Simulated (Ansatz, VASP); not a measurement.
**MgO: VASP beside Ansatz**

INCAR

```
ALGO = Normal ; EDIFF = 1E-6
ENCUT = 520 ; GGA = PE
ISIF = 2 ; ISMEAR = -1
LASPH = True ; LCHARG = True
LELF = True ; LREAL = False
LVHAR = True ; LWAVE = False
NBANDS = 11 ; NELM = 100
PREC = Accurate ; SIGMA = 0.02
```

Contents of KPOINTS:

```
k-points
0
Gamma
  10 10 10
```

POSCAR

```
MgO
1.0
    0.0000000000      1.9840261827      2.1861978207
    1.9840261827      0.0000000000      2.1861978207
    1.9840261827      1.9840261827      0.0000000000
Mg O
1 1
Direct
    0.0000000000      0.0000000000      0.0000000000
    0.5000000000      0.5000000000      0.5000000000
```

Input for Ansatz:

```yaml
crystal:
  lattice:
    - [0.0, 1.9840261827, 2.1861978207]
    - [1.9840261827, 0.0, 2.1861978207]
    - [1.9840261827, 1.9840261827, 0.0]
  atoms:
    - { symbol: Mg, position: [0.0, 0.0, 0.0] }
    - { symbol: O, position: [0.5, 0.5, 0.5] }
kpoints:
  mp_grid: { grid: [10, 10, 10] }
  band_path:
    path:
      - [0.0, 0.0, 0.0]
      - [0.5, 0.0, 0.5]
      - [0.625, 0.25, 0.625]
      - [0.375, 0.375, 0.75]
      - [0.5, 0.5, 0.5]
      - [0.5, 0.25, 0.75]
    npoints: 1
hamiltonian:
  xc: pbe
scf:
  occupations: { method: fermi_dirac, width: 0.02 }
  n_extra_bands: 4
output:
  forces: true
  stress: true
  eigenvalues: true
  write_density: true
  write_potential: true
  elf: true
  volumetric_format: npy
```

Change from the starting cell: epitaxial_xy strain -5.6%.

Alike in both runs: task single point; functional PBE; k mesh 10 × 10 × 10; occupations fermi-dirac, width 0.02 eV; no spin polarisation.

|  | VASP | Ansatz |
| --- | --- | --- |
| version | VASP 6.6.1 | Ansatz 0.2.0 |
| potentials or method | VASP PAW PBE potentials, release 64 (Mg, O) | plane waves, PAW |
| plane-wave cutoff (eV) | 520 | 420 |
| valence electrons in the cell | 8 | 16 |

VASP gave:

```
gap on the k mesh at the Fermi level (eV)                     : 5.40
pressure (GPa)                                                : 24.0
traceless stress, the component that is largest in VASP (GPa) : -18.92
```

Task: What did Ansatz give for the same quantities?

Result: gap on the k mesh at the Fermi level (eV): 5.41; pressure (GPa): 24.6; traceless stress, the component that is largest in VASP (GPa): -18.76.

VASP's potentials hold 8 valence electrons a cell and Ansatz's 16, so a difference there can come from the potentials and not from the codes.
